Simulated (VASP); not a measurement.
A run of VASP 6.6.1 is set up as follows.

File INCAR:

```
SYSTEM = Ru
  PREC = Accurate
  ENCUT = 520
  EDIFF = 1E-6
  ISMEAR = 0
  SIGMA = 0.05
  LREAL = .FALSE.
  LASPH = .TRUE.
  NELM = 150
  ALGO = Normal
  ISIF = 2
  LWAVE = .FALSE.
  LCHARG = .FALSE.
  ISPIN = 2
  MAGMOM = 1.5 1.5 1.5 1.5
  LORBIT = 11
  LMAXMIX = 4
  GGA = PS
  NBANDS = 40
  LUSENCCL = .FALSE.
```

The input KPOINTS:

```
regular mesh
0
G
  1 1 14
  0 0 0
```

POSCAR

```
Ru
1.0
   11.5000000000      0.0000000000      0.0000000000
    0.0000000000      9.3000000000      0.0000000000
    0.0000000000      0.0000000000      4.5580504772
Ru
4
Direct
    0.4005593242      0.5000000000      0.0000000000
    0.4005593242      0.5000000000      0.5000000000
    0.5994406758      0.5000000000      0.0000000000
    0.5994406758      0.5000000000      0.5000000000
```

Potentials or basis: VASP PAW PBE potentials, release 64 (Ru_pv).

Run with:

```sh
$ cat potpaw_PBE.64/Ru_pv/POTCAR > POTCAR
$ mpirun -np 1 vasp_std > vasp.out
```

(1) Predict the band gap on the k mesh.

(2) Estimate the largest force.

Results:

(1) zero (filled and empty bands overlap).

(2) 0.061 eV/Å.

Caveat: the PAW data sets were made with another functional, which shifts forces and pressure a little.
